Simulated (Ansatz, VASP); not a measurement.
# One calculation of InSe5, two programs

```xyz
6
Lattice="7.1737 0.0000 0.0000 -3.5869 6.2126 0.0000 0.0000 0.0000 3.6514" Properties=species:S:1:pos:R:3 pbc="T T T"
In    0.0000    0.0000    0.0000
Se    0.0000    4.1418    0.0000
Se    3.5869    2.0709    0.0000
Se    3.5869    0.0000    1.8257
Se    1.7934    3.1063    1.8257
Se   -1.7934    3.1063    1.8257
```

Change from the starting cell: species swapped into the CeIr5 type (P6/mmm, No. 191).

Alike in both runs: functional PBE; k mesh 6 × 6 × 10; occupations gaussian, width 0.1 eV; no spin polarisation.

Ansatz relaxed the structure, and its values are those at the end. VASP's run is a single point on that final structure, the one shown.

|  | VASP | Ansatz |
| --- | --- | --- |
| version | VASP 6.6.1 | Ansatz 0.2.0 |
| potentials or method | VASP PAW PBE potentials, release 64 (In_d, Se), cutoff 520 eV | scalar-relativistic, plane waves, PAW |
| valence electrons in the cell | 43 | 93 |

```tsv
	VASP	Ansatz	Ansatz less VASP
gap on the k mesh at the Fermi level (eV)	none	none	-
pressure (GPa)	0.0	0.0	-0.01
```

A gap of «none» marks a metal or a gap that the smearing closes. VASP's potentials hold 43 valence electrons a cell and Ansatz's 93, so a difference there can come from the potentials and not from the codes.
